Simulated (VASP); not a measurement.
# SiO2 (P6_422) in VASP: further runs

The runs below take SiO2 through single point, with PBE.

Program: VASP 6.6.1. These are calculated values, not measurements. Logs are shortened: lines on timing, memory, paths and dates and some standing lists are left out, and cuts for length are marked.

**1. The cell of the first run**

Symmetry: P6_422, No. 181, hexagonal system. Conventional cell: a = 5.061 Å, b = 5.061 Å, c = 5.541 Å, α = 90.00°, β = 90.00°, γ = 120.00°. Within 2.1 Å of Si (site symmetry 222) lie 4 O at 1.61 Å. Within 2.1 Å of O (site symmetry 2) lie 2 Si at 1.61 Å.

**2. Single point, PBE**

Input file INCAR:

```
SYSTEM = SiO2
PREC = Accurate
ENCUT = 520
EDIFF = 1E-6
ISMEAR = 0
SIGMA = 0.1
LREAL = .FALSE.
LASPH = .TRUE.
NELM = 100
ALGO = Normal
ISIF = 2
LWAVE = .FALSE.
LCHARG = .FALSE.
GGA = PE
NBANDS = 34
```

Input file KPOINTS:

```
regular mesh
0
G
  6 6 4
  0 0 0
```

Input file POSCAR:

```
SiO2
1.0
    5.0605222284      0.0000000000      0.0000000000
   -2.5302611142      4.3825408062      0.0000000000
    0.0000000000      0.0000000000      5.5413533100
Si O
3 6
Direct
    0.0000000000      0.5000000000      0.3333333300
    0.5000000000      0.5000000000      0.6666666700
    0.5000000000      0.0000000000      0.0000000000
    0.5827892600      0.7913946300      0.8333333300
    0.7913946300      0.5827892600      0.5000000000
    0.7913946300      0.2086053700      0.1666666700
    0.4172107400      0.2086053700      0.8333333300
    0.2086053700      0.4172107400      0.5000000000
    0.2086053700      0.7913946300      0.1666666700
```

Potentials or basis: VASP PAW PBE potentials, release 64 (Si, O).

Command:

```sh
cat potpaw_PBE.64/Si/POTCAR potpaw_PBE.64/O/POTCAR > POTCAR
mpirun -np 1 vasp_std > vasp.out
```

OUTCAR:

```text
SYSTEM = SiO2
   PREC = Accurate
   ENCUT = 520
   EDIFF = 1E-6
   ISMEAR = 0
   LREAL = .FALSE.
   LASPH = .TRUE.
   NELM = 100
   ISIF = 2
   GGA = PE

 ion  position               nearest neighbor table
   1  0.000  0.500  0.333-   6 1.61   9 1.61   8 1.61   5 1.61   3 3.13   3 3.13   2 3.13   2 3.13

   2  0.500  0.500  0.667-   4 1.61   7 1.61   5 1.61   8 1.61   3 3.13   3 3.13   1 3.13   1 3.13

   3  0.500  0.000  0.000-   4 1.61   6 1.61   7 1.61   9 1.61   1 3.13   2 3.13   2 3.13   1 3.13

   4  0.583  0.791  0.833-   2 1.61   3 1.61
   5  0.791  0.583  0.500-   1 1.61   2 1.61
   6  0.791  0.209  0.167-   1 1.61   3 1.61
   7  0.417  0.209  0.833-   2 1.61   3 1.61
   8  0.209  0.417  0.500-   1 1.61   2 1.61
   9  0.209  0.791  0.167-   1 1.61   3 1.61

  LATTYP: Found a hexagonal cell.
 ALAT       =     5.0605222284
 C/A-ratio  =     1.0950160991

  Lattice vectors:

 A1 = (   5.0605222284,   0.0000000000,   0.0000000000)
 A2 = (  -2.5302611142,   4.3825408062,   0.0000000000)
 A3 = (   0.0000000000,   0.0000000000,   5.5413533100)

Analysis of symmetry for initial positions (statically):
=====================================================================
 Subroutine PRICEL returns:
 Original cell was already a primitive cell.

 Routine SETGRP: Setting up the symmetry group for a
 hexagonal supercell.

 Subroutine GETGRP returns: Found 12 space group operations
 (whereof  4 operations were pure point group operations)
 out of a pool of 24 trial point group operations.

The static configuration has the point symmetry D_2 .
 The point group associated with its full space group is D_6 .

Analysis of symmetry for dynamics (positions and initial velocities):
=====================================================================
 Subroutine PRICEL returns:
 Original cell was already a primitive cell.

 Routine SETGRP: Setting up the symmetry group for a
 hexagonal supercell.

 Subroutine GETGRP returns: Found 12 space group operations
 (whereof  4 operations were pure point group operations)
 out of a pool of 24 trial point group operations.

The dynamic configuration has the point symmetry D_2 .
 The point group associated with its full space group is D_6 .

 Subroutine INISYM returns: Found 12 space group operations
 (whereof  4 operations are pure point group operations),
 and found     1 'primitive' translations

[... 109 lines left out ...]
   NFREE  =      0    steps in history (QN), initial steepest desc. (CG)
   ISIF   =      2    stress and relaxation
   ISYM   =      2    0-nonsym 1-usesym 2-fastsym
   POTIM  = 0.5000    time-step for ionic-motion
   TEBEG  =    0.0;   TEEND  =   0.0 temperature during run
   PSTRESS=    0.0 pullay stress
   NELECT =      48.0000    total number of electrons
   NUPDOWN=      -1.0000    fix difference up-down
   EMIN   =  10.00;   EMAX   =-10.00  energy-range for DOS
   EFERMI =   0.00;   METHOD = LEGACY
   ISMEAR =     0;   SIGMA  =   0.10  broadening in eV -4-tet -1-fermi 0-gaus
   EFERMI_NEDOS =   21; number of points for ismear=-14 and -15
   IALGO  =     38    algorithm
   IMIX   =      4    mixing-type and parameters
     AMIX     =   0.40;   BMIX     =  1.00
     AMIX_MAG =   1.60;   BMIX_MAG =  1.00
  volume/ion in A,a.u.               =      13.66        92.15
  Fermi-wavevector in a.u.,A,eV,Ry     =   1.196675  2.261388 19.483963  1.432031
  Thomas-Fermi vector in A             =   2.332609
   LORBIT       =      0    0 simple, 1 ext, 2 COOP (PROOUT), +10 PAW based schemes
   GGA     = PE    functional components
   LHFCALC =     F    Hartree Fock is set to
   AEXX    =    0.0000 exact exchange contribution
   IVDW    =     0    specifies the selected vdW correction
   LEPSILON=     F    determine dielectric tensor
   LRPA    =     F    only Hartree local field effects (RPA)
 non-spin polarized calculation
 Gauss-broadening in eV      SIGMA  =   0.10
  energy-cutoff  :      520.00
  volume of cell :      122.90
 maximum number of plane-waves:      3344
 NGX is ok and might be reduce to    40
   NGX = 19   NGY = 19   NGZ = 21

 number of electron      47.9999976 magnetization

 Free energy of the ion-electron system (eV)
  ---------------------------------------------------
  ext. energy  EPLUGINS =         0.00000000
  ---------------------------------------------------
  free energy    TOTEN  =       -71.06827163 eV

  energy without entropy =      -71.06827163  energy(sigma->0) =      -71.06827163

 E-fermi :   0.9859     XC(G=0):  -8.7130

 val. band max:        0.5264712246   @ k =   0.5000   0.0000   0.0000
 cond. band min:       6.2472852224   @ k =   0.0000   0.0000   0.0000
 fundamental gap:      5.7208139978
 Fermi energy:         0.9858793104

 k-point     1 :       0.0000    0.0000    0.0000
  band No.  band energies     occupation
      1     -18.9077      2.00000
      2     -17.4481      2.00000
      3     -17.4481      2.00000
      4     -16.8515      2.00000
      5     -16.7987      2.00000
      6     -16.7987      2.00000
[... 766 lines left out ...]
     33      12.0121      0.00000
     34      12.0659      0.00000

------------------------ aborting loop because EDIFF is reached ----------------------------------------

  FORCE on cell =-STRESS in cart. coord.  units (eV):
  Direction    XX          YY          ZZ          XY          YZ          ZX
  --------------------------------------------------------------------------------------
  -------------------------------------------------------------------------------------
  Total        3.9161397      3.9161397      3.8849851      0.0000000      0.0000000     -0.0000000
  in kB       51.0542154     51.0542154     50.6480580      0.0000000      0.0000000     -0.0000000
  external PRESSURE =      50.9188296 kB  Pullay stress =       0.0000000 kB

 VOLUME and BASIS-vectors are now :
 -----------------------------------------------------------------------------
  energy-cutoff  :      520.00
  volume of cell :      122.90
      direct lattice vectors                 reciprocal lattice vectors
     5.060522228  0.000000000  0.000000000     0.197608064  0.114089069  0.000000000
    -2.530261114  4.382540806  0.000000000     0.000000000  0.228178138  0.000000000
     0.000000000  0.000000000  5.541353310     0.000000000  0.000000000  0.180461332

 POSITION                                       TOTAL-FORCE (eV/Angst)
 -----------------------------------------------------------------------------------
     -1.26513      2.19127      1.84712        -0.000000     -0.000000     -0.000000
      1.26513      2.19127      3.69424        -0.000000     -0.000000     -0.000000
      2.53026      0.00000      0.00000        -0.000000     -0.000000     -0.000000
      0.94678      3.46832      4.61779         0.204154      0.117869      0.000000
      2.53026      2.55410      2.77068        -0.000000      0.235737      0.000000
      3.47704      0.91422      0.92356         0.204154     -0.117869     -0.000000
      1.58348      0.91422      4.61779        -0.204154     -0.117869      0.000000
      0.00000      1.82844      2.77068        -0.000000     -0.235737      0.000000
     -0.94678      3.46832      0.92356        -0.204154      0.117869      0.000000
 -----------------------------------------------------------------------------------
    total drift:                                0.000000     -0.000000     -0.000069

  FREE ENERGIE OF THE ION-ELECTRON SYSTEM (eV)
  ---------------------------------------------------
  free  energy   TOTEN  =       -71.0682716336 eV

  energy  without entropy=      -71.0682716336  energy(sigma->0) =      -71.06827163
```

stdout:

```text
POSCAR found type information on POSCAR SiO
 POSCAR found :  2 types and       9 ions
 scaLAPACK will be used
 LDA part: xc-table for (Slater+PW92), standard interpolation
 POSCAR, INCAR and KPOINTS ok, starting setup
 FFT: planning ... GRIDC
 FFT: planning ... GRID_SOFT
 FFT: planning ... GRID
 WAVECAR not read
 entering main loop
```

Wall time 74 s (1 thread of Intel Xeon Platinum 8375C at 2.90GHz (Ice Lake), shared host); peak memory 0.26 GiB.

Results:

```yaml
Free_energy: -71.0683 eV
Pressure: 5.1 GPa
Largest_force: 0.236 eV/Å
Band_gap_on_the_k_mesh: 5.72 eV, indirect (least direct gap 5.91 eV)
```

Forces in eV/Å, atoms in the order of the input:
```
Si   0.000  0.000  0.000
Si   0.000  0.000  0.000
Si   0.000  0.000  0.000
O    0.204  0.118  0.000
O    0.000  0.236  0.000
O    0.204 -0.118  0.000
O   -0.204 -0.118  0.000
O    0.000 -0.236  0.000
O   -0.204  0.118  0.000
```

A k mesh can miss the band edges. A hybrid or GW would open this gap; PBE tends to underestimate it.

**3. Single point, PBE**

This run uses another cell than the first one, of 14.01 Å³/atom, 1.026 times its volume.

Input file INCAR:

```
SYSTEM = SiO2
  PREC = Accurate
  ENCUT = 520
  EDIFF = 1E-6
  ISMEAR = 0
  SIGMA = 0.02
  LREAL = .FALSE.
  LASPH = .TRUE.
  NELM = 60
  ALGO = Normal
  ISIF = 2
  LWAVE = .FALSE.
  LCHARG = .FALSE.
  GGA = PE
  NBANDS = 34
```

KPOINTS is that of step 2.

Input file POSCAR:

```
SiO2
1.0
    5.1053779268      0.0000000000      0.0000000000
   -2.5526889634      4.4213869806      0.0000000000
    0.0000000000      0.0000000000      5.5850467895
Si O
3 6
Direct
    0.0000000000      0.5000000000      0.3333333333
    0.5000000000      0.5000000000      0.6666666667
    0.5000000000      0.0000000000      0.0000000000
    0.5839605948      0.7919802974      0.8333333333
    0.7919802974      0.5839605948      0.5000000000
    0.7919802974      0.2080197026      0.1666666667
    0.4160394052      0.2080197026      0.8333333333
    0.2080197026      0.4160394052      0.5000000000
    0.2080197026      0.7919802974      0.1666666667
```

Potentials or basis: VASP PAW PBE potentials, release 64 (Si, O).

Command:

```sh
cat potpaw_PBE.64/Si/POTCAR potpaw_PBE.64/O/POTCAR > POTCAR
mpirun -np 1 vasp_std > vasp.out
```

Run time: 56 s. Hardware: 1 thread of Intel Xeon Platinum 8559C (Emerald Rapids), shared host; peak memory 0.26 GiB.

Results (log left out):

* Free energy: -71.1259 eV
* Pressure: 0.1 GPa
* Largest force: 0.012 eV/Å
* Band gap on the k mesh: 5.55 eV, indirect (least direct gap 5.73 eV)

Forces in eV/Å, atoms in the order of the input:
```
Si   0.000  0.000  0.000
Si   0.000  0.000  0.000
Si   0.000  0.000  0.000
O   -0.011 -0.006  0.000
O    0.000 -0.012  0.000
O   -0.011  0.006  0.000
O    0.011  0.006  0.000
O    0.000  0.012  0.000
O    0.011 -0.006  0.000
```

Levels at points of the mesh, in eV from the valence-band top:
| k point | band 20 | band 21 | band 22 | band 23 | band 24 | band 25 | band 26 | band 27 | band 28 | band 29 |
| --- | --- | --- | --- | --- | --- | --- | --- | --- | --- | --- |
| (0.00, 0.00, 0.00) | -0.96 | -0.96 | -0.44 | -0.44 | -0.18 | 5.55 | 8.84 | 8.84 | 9.09 | 9.09 |
| (0.50, 0.00, 0.00) | -1.14 | -1.11 | -0.96 | -0.34 | 0.00 | 7.59 | 8.41 | 9.51 | 9.54 | 9.55 |
| (0.00, 0.00, 0.50) | -1.77 | -1.11 | -0.28 | 0.00 | 0.00 | 7.37 | 7.37 | 8.40 | 9.66 | 9.66 |
| (0.50, 0.00, 0.50) | -1.28 | -0.88 | -0.70 | -0.67 | -0.33 | 8.25 | 8.85 | 9.20 | 9.37 | 9.73 |

A k mesh can miss the band edges.

(Continued in part 2 of 2.)
